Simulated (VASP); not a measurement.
Write the native input for VASP 6.6.1 that does the following.

| Property | Result |
| --- | --- |
| Task | single point |
| Functional | PBE |
| Potentials or basis | VASP PAW PBE potentials, release 64 (Mo_sv, C, O) |
| Cutoff | 520 eV |
| k mesh | 6 × 6 × 1 |
| Occupations | gaussian, width 0.1 eV |
| Spin | no spin polarisation |
| Dipole correction | yes |
| Further INCAR settings | ALGO = Normal; EDIFF = 1e-06; NBANDS = 57 |

The structure of Mo6CO lies in POSCAR:

```
Mo6CO
1.0
    4.4695355114      0.0000000000      0.0000000000
   -2.2347677557      3.8707312960      0.0000000000
    0.0000000000      0.0000000000     22.2594351375
Mo C O
6 1 1
Direct
    0.6666666667      0.3333333333      0.1796990793
    0.3333333333      0.6666666667      0.2206857490
    0.0000000000      0.0000000000      0.2616724188
    0.6666666667      0.3333333333      0.2990140341
    0.3333333333      0.6666666667      0.3355214634
    0.0000000000      0.0000000000      0.3710532224
    0.1666666667      0.3333333333      0.4910023579
    0.2726213046      0.5452426092      0.5278516248
```

These files were run (other wordings do the same):

INCAR

```
ALGO     = Normal         # electronic algorithm
DIPOL    = 0.5 0.5 0.336
EDIFF    = 1E-6           # SCF threshold, eV
ENCUT    = 520            # plane-wave cutoff, eV
GGA      = PE             # functional
IDIPOL   = 3            
ISIF     = 2              # what is computed and relaxed
ISMEAR   = 0              # smearing method
LASPH    = T              # aspherical terms in the spheres
LCHARG   = F              # write CHGCAR
LDIPOL   = T            
LREAL    = F              # projectors in reciprocal space
LWAVE    = F              # write WAVECAR
NBANDS   = 57             # bands
NELM     = 100            # most SCF steps
PREC     = Accurate       # precision mode
SIGMA    = 0.1            # smearing width, eV
```

KPOINTS

```
k-points
0
Gamma
  6 6 1
```

Potentials or basis: VASP PAW PBE potentials, release 64 (Mo_sv, C, O).

Launch:

```sh
$ cat potpaw_PBE.64/Mo_sv/POTCAR potpaw_PBE.64/C/POTCAR potpaw_PBE.64/O/POTCAR > POTCAR
$ mpirun -np 1 vasp_std > vasp.out
```

Results of the run:

- Largest force: 1.637 eV/Å
- Band gap on the k mesh: zero (bands 47 and 48 overlap by 0.03 eV)

Wall time 7.2 min on 1 thread of Intel(R) Xeon(R) 6975P-C (Granite Rapids), on a shared host, peak memory 0.65 GiB.
